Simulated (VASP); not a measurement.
# Lu: single point with PBE

Crystal: Lu.

```
Lu
1.0
    -1.98646    1.98646    1.98646
     1.98646   -1.98646    1.98646
     1.98646    1.98646   -1.98646
Lu
1
Direct
  0.00000 0.00000 0.00000
```

This isn't the form of Lu at room conditions, which is hcp.

| Item | Value |
| --- | --- |
| Program | VASP 6.6.1 |
| Task | single point |
| Functional | PBE |
| Potentials or basis | VASP PAW PBE potentials, release 64 (Lu) |
| Cutoff | 520 eV |
| k mesh | 20 × 20 × 20 |
| Occupations | fermi-dirac, width 0.0612256 eV |
| Spin | no spin polarisation |
| Dipole correction | no |
| Further INCAR settings | ALGO = Normal; EDIFF = 1e-06; NBANDS = 18 |

| Property | Result |
| --- | --- |
| Pressure | -2.0 GPa |
| Band gap on the k mesh | zero (an odd number of electrons rules out a gap without spin polarisation) |

Levels at points of the mesh, in eV from the Fermi level:
```
           k point  band 9  band 10  band 11  band 12  band 13  band 14  band 15  band 16
(0.00, 0.00, 0.00)   -5.22    -5.22    -5.22    -5.20     2.05     2.05     2.05     4.13
(0.50, 0.00, 0.00)   -5.23    -5.22    -5.21    -2.41     0.30     0.43     3.86     4.79
(0.50, 0.50, 0.50)   -5.21    -5.21    -5.21    -1.32    -1.32     5.27     5.27     5.27
```

It took 120 s on 1 thread of Intel(R) Xeon(R) Platinum 8259CL CPU @ 2.50GHz (Skylake/Cascade Lake) (shared host), peak memory 0.28 GiB.

Caveat: spin-orbit coupling is left out, which moves the levels of the heavy elements.
